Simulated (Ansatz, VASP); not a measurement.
**One calculation of InPd, two programs**

```xyz
2
Lattice="3.2719 0.0000 0.0000 0.0000 3.2719 0.0000 0.0000 0.0000 3.2719" Properties=species:S:1:pos:R:3 pbc="T T T"
In   -0.0491   -0.0491   -0.0491
Pd    1.6850    1.6850    1.6850
```

Change from the starting cell: shortest bond scaled by 0.94, crystal datasets.

Alike in both runs: task electric field gradients; functional PBE; k mesh 9 × 9 × 9; occupations fermi-dirac, width 0.05 eV; no spin polarisation.

|  | VASP | Ansatz |
| --- | --- | --- |
| version | VASP 6.6.1 | Ansatz 0.2.0 |
| potentials or method | VASP PAW PBE potentials, release 64 (In_d, Pd), cutoff 520 eV | all-electron PAW with datasets made for the crystal, scalar-relativistic |

Ansatz gave:

```
pressure (GPa)                                                : 5.2
traceless stress, the component that is largest in VASP (GPa) : 1.01
rms of the force components (eV/Å)                            : 0.450
size of Vzz on the site where it differs most (V/Å²)          : 0.0
```

Question: What did VASP give for the same quantities?

Answer: Pressure (GPa): 5.3; traceless stress, the component that is largest in VASP (GPa): 1.02; rms of the force components (eV/Å): 0.455; size of Vzz on the site where it differs most (V/Å²): 3.2.

Atom by atom the forces differ by 0.005 eV/Å (rms over components). Ansatz ran all-electron here, and VASP with PAW potentials.
